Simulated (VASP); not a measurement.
# Pt (Im-3m) in VASP: a series of runs

The runs below take Pt through single point, with RPBE.

Everything below comes from runs of VASP 6.6.1. Logs are shortened: lines on timing, memory, paths and dates and some standing lists are left out, and cuts for length are marked.

## 1. The cell of the first run

It takes space group Im-3m (No. 229, cubic). Conventional cell: a = 3.225 Å, b = 3.225 Å, c = 3.225 Å, α = 90.00°, β = 90.00°, γ = 90.00°. Within 3.7 Å of Pt (site symmetry m-3m) lie 14 Pt at 2.79 to 3.23 Å.

## 2. Single point, RPBE (volume scaled by 1.04)

INCAR reads:

```
SYSTEM = Pt
PREC = Accurate
ENCUT = 520
EDIFF = 1E-6
ISMEAR = -1
SIGMA = 0.1
LREAL = .FALSE.
LASPH = .TRUE.
NELM = 60
ALGO = Normal
ISIF = 2
LWAVE = .FALSE.
LCHARG = .FALSE.
GGA = RP
NBANDS = 11
```

KPOINTS reads:

```
regular mesh
0
G
  16 16 16
  0 0 0
```

POSCAR reads:

```
Pt
1.0
   -1.6127446238      1.6127446238      1.6127446238
    1.6127446238     -1.6127446238      1.6127446238
    1.6127446238      1.6127446238     -1.6127446238
Pt
1
Direct
    0.0000000000      0.0000000000      0.0000000000
```

Potentials or basis: VASP PAW PBE potentials, release 64 (Pt).

Command:

```sh
$ cat potpaw_PBE.64/Pt/POTCAR > POTCAR
$ mpirun -np 1 vasp_std > vasp.out
```

OUTCAR:

```text
SYSTEM = Pt
   PREC = Accurate
   ENCUT = 520
   EDIFF = 1E-6
   ISMEAR = -1
   LREAL = .FALSE.
   LASPH = .TRUE.
   NELM = 60
   ISIF = 2
   GGA = RP

 ion  position               nearest neighbor table
   1  0.000  0.000  0.000-

  LATTYP: Found a body centered cubic cell.
 ALAT       =     3.2254892476

  Lattice vectors:

 A1 = (  -1.6127446238,   1.6127446238,   1.6127446238)
 A2 = (   1.6127446238,  -1.6127446238,   1.6127446238)
 A3 = (   1.6127446238,   1.6127446238,  -1.6127446238)

Analysis of symmetry for initial positions (statically):
=====================================================================
 Subroutine PRICEL returns:
 Original cell was already a primitive cell.

 Routine SETGRP: Setting up the symmetry group for a
 body centered cubic supercell.

 Subroutine GETGRP returns: Found 48 space group operations
 (whereof 48 operations were pure point group operations)
 out of a pool of 48 trial point group operations.

The static configuration has the point symmetry O_h .

Analysis of symmetry for dynamics (positions and initial velocities):
=====================================================================
 Subroutine PRICEL returns:
 Original cell was already a primitive cell.

 Routine SETGRP: Setting up the symmetry group for a
 body centered cubic supercell.

 Subroutine GETGRP returns: Found 48 space group operations
 (whereof 48 operations were pure point group operations)
 out of a pool of 48 trial point group operations.

The dynamic configuration has the point symmetry O_h .

 Subroutine INISYM returns: Found 48 space group operations
 (whereof 48 operations are pure point group operations),
 and found     1 'primitive' translations

----------------------------------------------------------------------------------------

                                     Primitive cell

  volume of cell :      16.7786

  direct lattice vectors                    reciprocal lattice vectors
    -1.612744624  1.612744624  1.612744624     0.000000000  0.310030486  0.310030486
     1.612744624 -1.612744624  1.612744624     0.310030486  0.000000000  0.310030486
     1.612744624  1.612744624 -1.612744624     0.310030486  0.310030486  0.000000000

  length of vectors
     2.793355628  2.793355628  2.793355628     0.438449318  0.438449318  0.438449318

[... 82 lines left out ...]
   IBRION =     -1    ionic relax: 0-MD 1-quasi-New 2-CG
   NFREE  =      0    steps in history (QN), initial steepest desc. (CG)
   ISIF   =      2    stress and relaxation
   ISYM   =      2    0-nonsym 1-usesym 2-fastsym
   POTIM  = 0.5000    time-step for ionic-motion
   TEBEG  =    0.0;   TEEND  =   0.0 temperature during run
   PSTRESS=    0.0 pullay stress
   NELECT =      10.0000    total number of electrons
   NUPDOWN=      -1.0000    fix difference up-down
   EMIN   =  10.00;   EMAX   =-10.00  energy-range for DOS
   EFERMI =   0.00;   METHOD = LEGACY
   ISMEAR =    -1;   SIGMA  =   0.10  broadening in eV -4-tet -1-fermi 0-gaus
   EFERMI_NEDOS =   21; number of points for ismear=-14 and -15
   IALGO  =     38    algorithm
   IMIX   =      4    mixing-type and parameters
     AMIX     =   0.40;   BMIX     =  1.00
     AMIX_MAG =   1.60;   BMIX_MAG =  1.00
  volume/ion in A,a.u.               =      16.78       113.23
  Fermi-wavevector in a.u.,A,eV,Ry     =   1.377704  2.603483 25.824785  1.898068
  Thomas-Fermi vector in A             =   2.502833
   LORBIT       =      0    0 simple, 1 ext, 2 COOP (PROOUT), +10 PAW based schemes
   GGA     = RP    functional components
   LHFCALC =     F    Hartree Fock is set to
   AEXX    =    0.0000 exact exchange contribution
   IVDW    =     0    specifies the selected vdW correction
   LEPSILON=     F    determine dielectric tensor
   LRPA    =     F    only Hartree local field effects (RPA)
 non-spin polarized calculation
  energy-cutoff  :      520.00
  volume of cell :       16.78
 maximum number of plane-waves:       466
 NGX is ok and might be reduce to    24
   NGX = 11   NGY = 11   NGZ = 11

 number of electron      10.0000001 magnetization

 Free energy of the ion-electron system (eV)
  ---------------------------------------------------
  ext. energy  EPLUGINS =         0.00000000
  ---------------------------------------------------
  free energy    TOTEN  =        -5.36442013 eV

  energy without entropy =       -5.32183360  energy(sigma->0) =       -5.34312686

 E-fermi :   9.2765     XC(G=0): -12.7819

 val. band max:        9.2719523009   @ k =  -0.3750   0.3750   0.1250
 cond. band min:       9.2802920695   @ k =  -0.4375   0.5000   0.3750
 fundamental gap:      0.0083397686
 Fermi energy:         9.2764891652

 k-point     1 :       0.0000    0.0000    0.0000
  band No.  band energies     occupation
      1       0.3965      2.00000
      2       6.0930      2.00000
      3       6.0930      2.00000
      4       6.0930      2.00000
      5       8.3454      1.99982
      6       8.3454      1.99982
      7      26.3357      0.00000
      8      26.3357      0.00000
      9      26.3357      0.00000
     10      35.6462      0.00000
     11      35.6527      0.00000
[... 309 lines left out ...]
 k-point    24 :       0.2500    0.1875    0.0000
  band No.  band energies     occupation
      1       3.8905      2.00000
      2       5.2553      2.00000
      3       5.9181      2.00000
      4       7.9355      2.00000
      5       8.6607      1.99577
      6      10.5063      0.00001
      7      19.1330      0.00000
      8      22.1377      0.00000
      9      25.3145      0.00000
     10      29.8186      0.00000
     11      33.6420      0.00000

 [... further k-points ...]

------------------------ aborting loop because EDIFF is reached ----------------------------------------

  FORCE on cell =-STRESS in cart. coord.  units (eV):
  Direction    XX          YY          ZZ          XY          YZ          ZX
  --------------------------------------------------------------------------------------
  -------------------------------------------------------------------------------------
  Total       -0.8439041     -0.8439041     -0.8439041     -0.0000000     -0.0000000      0.0000000
  in kB      -80.5836410    -80.5836410    -80.5836410     -0.0000000     -0.0000000      0.0000000
  external PRESSURE =     -80.5836410 kB  Pullay stress =       0.0000000 kB

 VOLUME and BASIS-vectors are now :
 -----------------------------------------------------------------------------
  energy-cutoff  :      520.00
  volume of cell :       16.78
      direct lattice vectors                 reciprocal lattice vectors
    -1.612744624  1.612744624  1.612744624     0.000000000  0.310030486  0.310030486
     1.612744624 -1.612744624  1.612744624     0.310030486  0.000000000  0.310030486
     1.612744624  1.612744624 -1.612744624     0.310030486  0.310030486  0.000000000

 POSITION                                       TOTAL-FORCE (eV/Angst)
 -----------------------------------------------------------------------------------
      0.00000      0.00000      0.00000        -0.000000      0.000000      0.000000
 -----------------------------------------------------------------------------------
    total drift:                               -0.000000      0.000000      0.000000

  FREE ENERGIE OF THE ION-ELECTRON SYSTEM (eV)
  ---------------------------------------------------
  free  energy   TOTEN  =        -5.3644201280 eV

  energy  without entropy=       -5.3218335955  energy(sigma->0) =       -5.34312686
```

OSZICAR:

```text
N       E                     dE             d eps       ncg     rms          rms(c)
DAV:   1     0.397425078652E+02    0.39743E+02   -0.53038E+03  3238   0.834E+02
DAV:   2    -0.505519103039E+01   -0.44798E+02   -0.43078E+02  3621   0.171E+02
DAV:   3    -0.567763742217E+01   -0.62245E+00   -0.62014E+00  3703   0.193E+01
DAV:   4    -0.568010549902E+01   -0.24681E-02   -0.24679E-02  3679   0.144E+00
DAV:   5    -0.568012740916E+01   -0.21910E-04   -0.21911E-04  3776   0.128E-01    0.902E+00
DAV:   6    -0.538870049842E+01    0.29143E+00   -0.75398E-01  3439   0.665E+00    0.496E+00
DAV:   7    -0.536631467757E+01    0.22386E-01   -0.88436E-02  3643   0.226E+00    0.227E+00
DAV:   8    -0.536451990853E+01    0.17948E-02   -0.29920E-03  3441   0.444E-01    0.400E-01
DAV:   9    -0.536441767580E+01    0.10223E-03   -0.58276E-05  3664   0.649E-02    0.492E-02
DAV:  10    -0.536442036949E+01   -0.26937E-05   -0.32188E-06  3702   0.175E-02    0.554E-03
DAV:  11    -0.536442012798E+01    0.24151E-06   -0.30388E-08  2108   0.156E-03
   1 F= -.53644201E+01 E0= -.53431269E+01  d E =-.425865E-01
```

Run time: 12 s. Hardware: 1 thread of Intel Xeon Platinum 8488C (Sapphire Rapids), shared host; peak memory 0.16 GiB.

Results:

```
Free energy            : -5.3644 eV
Pressure               : -8.1 GPa
Band gap on the k mesh : zero (band 5 reaches 10.16 eV, above the bottom of band 6 at 8.22 eV)
```

Levels at points of the mesh, in eV from the Fermi level:
```tsv
k point	band 1	band 2	band 3	band 4	band 5	band 6	band 7	band 8	band 9	band 10
(0.00, 0.00, 0.00)	-8.88	-3.18	-3.18	-3.18	-0.93	-0.93	17.06	17.06	17.06	26.37
(0.50, 0.00, 0.00)	-6.02	-4.47	-1.10	-0.66	0.46	0.90	5.81	13.22	15.36	23.67
(0.50, 0.50, 0.50)	-5.52	-5.52	0.43	0.43	0.43	7.54	7.54	7.54	11.96	18.15
```

Caveat: the PAW data sets were made with another functional, which shifts forces and pressure a little; spin-orbit coupling is left out, which moves the levels of the heavy elements.

## 3. Single point, RPBE (volume scaled by 1.08)

INCAR reads:

```
PREC     = Accurate       # precision mode
ENCUT    = 520            # plane-wave cutoff, eV
EDIFF    = 1E-6           # SCF threshold, eV
ISMEAR   = -1             # smearing method
SIGMA    = 0.1            # smearing width, eV
LREAL    = F              # projectors in reciprocal space
LASPH    = T              # aspherical terms in the spheres
NELM     = 60             # most SCF steps
ALGO     = Normal         # electronic algorithm
ISIF     = 2              # what is computed and relaxed
LWAVE    = F              # write WAVECAR
LCHARG   = F              # write CHGCAR
GGA      = RP             # functional
NBANDS   = 11             # bands
```

KPOINTS reads:

```
regular mesh
0
Gamma
  16 16 16
```

POSCAR reads:

```
Pt
1.0
   -1.6331612801      1.6331612801      1.6331612801
    1.6331612801     -1.6331612801      1.6331612801
    1.6331612801      1.6331612801     -1.6331612801
Pt
1
Direct
    0.0000000000      0.0000000000      0.0000000000
```

Potentials or basis: VASP PAW PBE potentials, release 64 (Pt).

Command:

```sh
$ cat potpaw_PBE.64/Pt/POTCAR > POTCAR
$ mpirun -np 1 vasp_std > vasp.out
```

It took 12 s on 1 thread of Intel Xeon Platinum 8488C (Sapphire Rapids), shared host; peak memory 0.16 GiB.

It converged, with:

```yaml
Free_energy: -5.3202 eV
Pressure: -13.9 GPa
Band_gap_on_the_k_mesh: zero (band 5 reaches 9.48 eV, above the bottom of band 6 at 7.67 eV)
```

Levels at points of the mesh, in eV from the Fermi level:
| k point | band 3 | band 4 | band 5 | band 6 | band 7 | band 8 |
| --- | --- | --- | --- | --- | --- | --- |
| (0.00, 0.00, 0.00) | -3.00 | -3.00 | -0.88 | -0.88 | 17.04 | 17.04 |
| (0.50, 0.00, 0.00) | -1.04 | -0.63 | 0.58 | 0.83 | 5.52 | 13.19 |
| (0.50, 0.50, 0.50) | 0.40 | 0.40 | 0.40 | 7.46 | 7.46 | 7.46 |

Caveat: the PAW data sets were made with another functional, which shifts forces and pressure a little; spin-orbit coupling is left out, which moves the levels of the heavy elements.

## 4. Single point, RPBE (volume scaled by 1.12)

INCAR reads:

```
PREC     = Accurate       # precision mode
ENCUT    = 520            # plane-wave cutoff, eV
EDIFF    = 1E-7           # SCF threshold, eV
ISMEAR   = -1             # smearing method
SIGMA    = 0.1            # smearing width, eV
LREAL    = False          # projectors in reciprocal space
LASPH    = True           # aspherical terms in the spheres
NELM     = 60             # most SCF steps
ALGO     = Normal         # electronic algorithm
ISIF     = 2              # what is computed and relaxed
LWAVE    = False          # write WAVECAR
LCHARG   = True           # write CHGCAR
GGA      = RP             # functional
LELF     = True           # ELF
LVHAR    = True         
NBANDS   = 11             # bands
```

KPOINTS reads:

```
Automatic mesh
0
Gamma
  16 16 16
```

POSCAR reads:

```
Pt
1.0
   -1.6530798442      1.6530798442      1.6530798442
    1.6530798442     -1.6530798442      1.6530798442
    1.6530798442      1.6530798442     -1.6530798442
Pt
1
Direct
    0.0000000000      0.0000000000      0.0000000000
```

Potentials or basis: VASP PAW PBE potentials, release 64 (Pt).

Command:

```sh
$ cat potpaw_PBE.64/Pt/POTCAR > POTCAR
$ mpirun -np 1 vasp_std > vasp.out
```

OUTCAR:

```text
PREC = Accurate
   ENCUT = 520
   EDIFF = 1E-7
   ISMEAR = -1
   LREAL = False
   LASPH = True
   NELM = 60
   ISIF = 2
   GGA = RP

 ion  position               nearest neighbor table
   1  0.000  0.000  0.000-

  LATTYP: Found a body centered cubic cell.
 ALAT       =     3.3061596884

  Lattice vectors:

 A1 = (  -1.6530798442,   1.6530798442,   1.6530798442)
 A2 = (   1.6530798442,  -1.6530798442,   1.6530798442)
 A3 = (   1.6530798442,   1.6530798442,  -1.6530798442)

Analysis of symmetry for initial positions (statically):
=====================================================================
 Subroutine PRICEL returns:
 Original cell was already a primitive cell.

 Routine SETGRP: Setting up the symmetry group for a
 body centered cubic supercell.

 Subroutine GETGRP returns: Found 48 space group operations
 (whereof 48 operations were pure point group operations)
 out of a pool of 48 trial point group operations.

The static configuration has the point symmetry O_h .
[... 165 lines left out ...]
 fundamental gap:      0.0024192713
 Fermi energy:         8.0992024194

 k-point     1 :       0.0000    0.0000    0.0000
  band No.  band energies     occupation
      1      -0.0796      2.00000
      2       5.2607      2.00000
      3       5.2607      2.00000
      4       5.2607      2.00000
      5       7.2719      1.99949
      6       7.2719      1.99949
      7      25.1089      0.00000
      8      25.1089      0.00000
      9      25.1089      0.00000
     10      33.0466      0.00000
     11      33.0466      0.00000
[... 309 lines left out ...]
 k-point    24 :       0.2500    0.1875    0.0000
  band No.  band energies     occupation
      1       3.2524      2.00000
      2       4.5325      2.00000
      3       5.1226      2.00000
      4       6.9090      1.99999
      5       7.5364      1.99283
      6       9.2231      0.00003
      7      17.4279      0.00000
      8      20.3939      0.00000
      9      23.6282      0.00000
     10      28.1851      0.00000
     11      31.6889      0.00000

 [... further k-points ...]

------------------------ aborting loop because EDIFF is reached ----------------------------------------

  FORCE on cell =-STRESS in cart. coord.  units (eV):
  Direction    XX          YY          ZZ          XY          YZ          ZX
  --------------------------------------------------------------------------------------
  -------------------------------------------------------------------------------------
  Total       -2.0605820     -2.0605820     -2.0605820     -0.0000000      0.0000000      0.0000000
  in kB     -182.7086042   -182.7086042   -182.7086042     -0.0000000      0.0000000      0.0000000
  external PRESSURE =    -182.7086042 kB  Pullay stress =       0.0000000 kB

 VOLUME and BASIS-vectors are now :
 -----------------------------------------------------------------------------
  energy-cutoff  :      520.00
  volume of cell :       18.07
      direct lattice vectors                 reciprocal lattice vectors
    -1.653079844  1.653079844  1.653079844     0.000000000  0.302465729  0.302465729
     1.653079844 -1.653079844  1.653079844     0.302465729  0.000000000  0.302465729
     1.653079844  1.653079844 -1.653079844     0.302465729  0.302465729  0.000000000

 POSITION                                       TOTAL-FORCE (eV/Angst)
 -----------------------------------------------------------------------------------
      0.00000      0.00000      0.00000         0.000000      0.000000     -0.000000
 -----------------------------------------------------------------------------------
    total drift:                                0.000000      0.000000     -0.000000

  FREE ENERGIE OF THE ION-ELECTRON SYSTEM (eV)
  ---------------------------------------------------
  free  energy   TOTEN  =        -5.2555464623 eV

  energy  without entropy=       -5.2085197595  energy(sigma->0) =       -5.23203311
```

OSZICAR:

```text
N       E                     dE             d eps       ncg     rms          rms(c)
DAV:   1     0.391676375478E+02    0.39168E+02   -0.52052E+03  3294   0.826E+02
DAV:   2    -0.491452886659E+01   -0.44082E+02   -0.41983E+02  3583   0.168E+02
DAV:   3    -0.556136916313E+01   -0.64684E+00   -0.64057E+00  3694   0.192E+01
DAV:   4    -0.556406680059E+01   -0.26976E-02   -0.26974E-02  3658   0.146E+00
DAV:   5    -0.556409230424E+01   -0.25504E-04   -0.25504E-04  3741   0.136E-01    0.728E+00
DAV:   6    -0.527195160543E+01    0.29214E+00   -0.85783E-01  3412   0.688E+00    0.407E+00
DAV:   7    -0.525672684981E+01    0.15225E-01   -0.63410E-02  3607   0.187E+00    0.211E+00
DAV:   8    -0.525562291455E+01    0.11039E-02   -0.22225E-03  3461   0.377E-01    0.339E-01
DAV:   9    -0.525554549899E+01    0.77416E-04   -0.47264E-05  3628   0.563E-02    0.592E-02
DAV:  10    -0.525554682302E+01   -0.13240E-05   -0.42103E-06  3655   0.206E-02    0.731E-03
DAV:  11    -0.525554652770E+01    0.29532E-06   -0.47552E-08  3086   0.199E-03    0.408E-04
DAV:  12    -0.525554646227E+01    0.65431E-07   -0.42031E-09  2030   0.614E-04
   1 F= -.52555465E+01 E0= -.52320331E+01  d E =-.470267E-01
```

Run time: 16 s. Hardware: 1 thread of Intel Xeon Platinum 8488C (Sapphire Rapids), shared host; peak memory 0.15 GiB.

Results:

| Quantity | Value |
| --- | --- |
| Free energy | -5.2555 eV |
| Pressure | -18.3 GPa |
| Band gap on the k mesh | zero (band 5 reaches 8.85 eV, above the bottom of band 6 at 7.17 eV) |

Caveat: the PAW data sets were made with another functional, which shifts forces and pressure a little; spin-orbit coupling is left out, which moves the levels of the heavy elements.

## 5. Summary

| cell | gap on the mesh (eV) | pressure (GPa) |
| --- | --- | --- |
| a = 2.793 Å, angles 109.5°, 1 atom | none | -8.1 |
| a = 2.829 Å, angles 109.5°, 1 atom | none | -13.9 |
| a = 2.863 Å, angles 109.5°, 1 atom | none | -18.3 |

Alike in all rows: task single point; level RPBE; potentials or basis VASP PAW PBE potentials, release 64 (Pt); no spin polarisation; k mesh 16 × 16 × 16; cutoff (eV) 520; smearing fermi-dirac 0.1 eV.

Caveats: the PAW data sets were made with another functional, which shifts forces and pressure a little; spin-orbit coupling is left out, which moves the levels of the heavy elements.

Absolute energies hang on the potentials; compare differences alone.
